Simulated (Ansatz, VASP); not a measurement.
Cd in VASP and in Ansatz

Contents of INCAR:

```
SYSTEM = Cd
  PREC = Accurate
  ENCUT = 520
  EDIFF = 1E-6
  ISMEAR = 0
  SIGMA = 0.15
  LREAL = .False.
  LASPH = .True.
  NELM = 80
  ALGO = Normal
  ISIF = 2
  LWAVE = .False.
  LCHARG = .False.
  GGA = PE
  NBANDS = 12
```

Contents of KPOINTS:

```
Automatic mesh
0
Gamma
  18 18 18
  0 0 0
```

The input POSCAR:

```
Cd
1.0
    0.0000000000      2.1639873562      2.2541534960
    2.1639873562      0.0000000000      2.2541534960
    2.1639873562      2.1639873562      0.0000000000
Cd
1
Direct
    0.0000000000      0.0000000000      0.0000000000
```

Input for Ansatz:

```yaml
crystal:
  lattice:
    - [0.0, 2.1639873562, 2.254153496]
    - [2.1639873562, 0.0, 2.254153496]
    - [2.1639873562, 2.1639873562, 0.0]
  atoms:
    - { symbol: Cd, position: [0.0, 0.0, 0.0] }
basis:
  ecutwfc: 420
kpoints:
  mp_grid: { grid: [18, 18, 18] }
hamiltonian:
  xc: pbe
scf:
  occupations: { method: gaussian, width: 0.15 }
output:
  forces: true
  stress: true
  eigenvalues: true
```

Change from the starting cell: normal strain along x -0.0400, normal strain along y -0.0400.

Alike in both runs: task single point; functional PBE; k mesh 18 × 18 × 18; occupations gaussian, width 0.15 eV; no spin polarisation.

|  | VASP | Ansatz |
| --- | --- | --- |
| version | VASP 6.6.1 | Ansatz 0.2.0 |
| potentials or method | VASP PAW PBE potentials, release 64 (Cd), cutoff 520 eV | scalar-relativistic, plane waves, PAW |
| valence electrons in the cell | 12 | 20 |

```tsv
	VASP	Ansatz	Ansatz less VASP
gap on the k mesh at the Fermi level (eV)	none	none	-
pressure (GPa)	4.6	4.2	-0.34
traceless stress, the component that is largest in VASP (GPa)	-1.26	-1.26	+0.008
```

A gap of «none» marks a metal or a gap that the smearing closes. The functional is the same, so the differences come from potentials, cutoffs and numerics. VASP's potentials hold 12 valence electrons a cell and Ansatz's 20, so a difference there can come from the potentials and not from the codes.
